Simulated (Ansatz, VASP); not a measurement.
## Be3CdS2: VASP beside Ansatz

```
Be Cd S
1.0
     2.77620   -5.37539    0.00000
     2.77620    5.37539    0.00000
     0.00000    0.00000    3.21644
Be Cd S
3 1 2
Direct
  0.18006 0.81994 0.50000
  0.81994 0.18006 0.50000
  0.50000 0.50000 0.00000
  0.00000 0.00000 0.00000
  0.63501 0.36499 0.50000
  0.36499 0.63501 0.50000
```

Change from the starting cell: species swapped into the Li2CeO3 type (Cmmm, No. 65).

Alike in both runs: functional PBE; k mesh 8 × 8 × 12; occupations gaussian, width 0.1 eV; no spin polarisation.

Ansatz relaxed the structure, and its values are those at the end. VASP's run is a single point on that final structure, the one shown.

|  | VASP | Ansatz |
| --- | --- | --- |
| version | VASP 6.6.1 | Ansatz 0.2.0 |
| potentials or method | VASP PAW PBE potentials, release 64 (Be, Cd, S), cutoff 600 eV | scalar-relativistic, plane waves, PAW |
| valence electrons in the cell | 30 | 38 |

Ansatz gave:

* gap on the k mesh at the Fermi level (eV): none
* pressure (GPa): 0.0
* rms of the force components (eV/Å): 0.000

Problem. What did VASP give for the same quantities?

Solution. gap on the k mesh at the Fermi level (eV): none; pressure (GPa): 0.1; rms of the force components (eV/Å): 0.003.

A gap of «none» marks a metal or a gap that the smearing closes. VASP's potentials hold 30 valence electrons a cell and Ansatz's 38, so a difference there can come from the potentials and not from the codes.
